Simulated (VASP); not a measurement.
I, 1 atom in the cell. The structure is orthorhombic, space group Fmmm (No. 69). The conventional cell has a = 4.384 Å, b = 4.731 Å, c = 7.820 Å, α = 90.00°, β = 90.00°, γ = 90.00°. I (site symmetry mmm) has 4 I at 3.23 Å within 4.2 Å. 

* Program: VASP 6.6.1
* Task: single point
* Functional: PBEsol
* Potentials or basis: VASP PAW PBE potentials, release 64 (I)
* Cutoff: 520 eV
* k mesh: 5 × 5 × 5
* Occupations: fermi-dirac, width 0.05 eV
* Spin: no spin polarisation
* Dipole correction: no
* Further INCAR settings: ALGO = Normal; EDIFF = 1e-06; NBANDS = 10

Potentials or basis: VASP PAW PBE potentials, release 64 (I).

Run with:

```console
$ cat potpaw_PBE.64/I/POTCAR > POTCAR
$ mpirun -np 1 vasp_std > vasp.out
```

Hardware: 1 thread of Intel(R) Xeon(R) Platinum 8259CL CPU @ 2.50GHz (Skylake/Cascade Lake), with other jobs on the host.

How long does it take, and how much memory?

Run time: 12 s on 1 thread of Intel(R) Xeon(R) Platinum 8259CL CPU @ 2.50GHz (Skylake/Cascade Lake) (shared host), peak memory 0.17 GiB. Counts: scf iterations 12, k points 27.
